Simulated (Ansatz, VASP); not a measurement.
**One calculation of BeS, two programs**

```
S Be
1.0
     0.00000    2.45691    2.45691
     2.45691    0.00000    2.45691
     2.45691    2.45691    0.00000
S Be
1 1
Direct
  0.75000 0.75000 0.75000
  0.00000 0.00000 0.00000
```

Change from the starting cell: volume scaled by 1.04.

Alike in both runs: task single point; functional LDA; k mesh 9 × 9 × 9; occupations fermi-dirac, width 0.05 eV; no spin polarisation.

```csv
,VASP,Ansatz
version,VASP 6.6.1,Ansatz 0.2.0
potentials or method,"VASP PAW LDA potentials, release 64 (S, Be), cutoff 520 eV","all-electron LAPW, scalar-relativistic"
```

Ansatz gave:

| Quantity | Value |
| --- | --- |
| gap on the k mesh at the Fermi level (eV) | 3.07 |
| least direct gap on the mesh (eV) | 5.33 |
| pressure (GPa) | -6.5 |

**Question.** What did VASP give for the same quantities?

**Answer.** gap on the k mesh at the Fermi level (eV): 3.08; least direct gap on the mesh (eV): 5.35; pressure (GPa): -6.4.

LDA's correlation is that of Perdew and Zunger in VASP and of Perdew and Wang (1992) in Ansatz. Ansatz ran all-electron here, and VASP with PAW potentials.
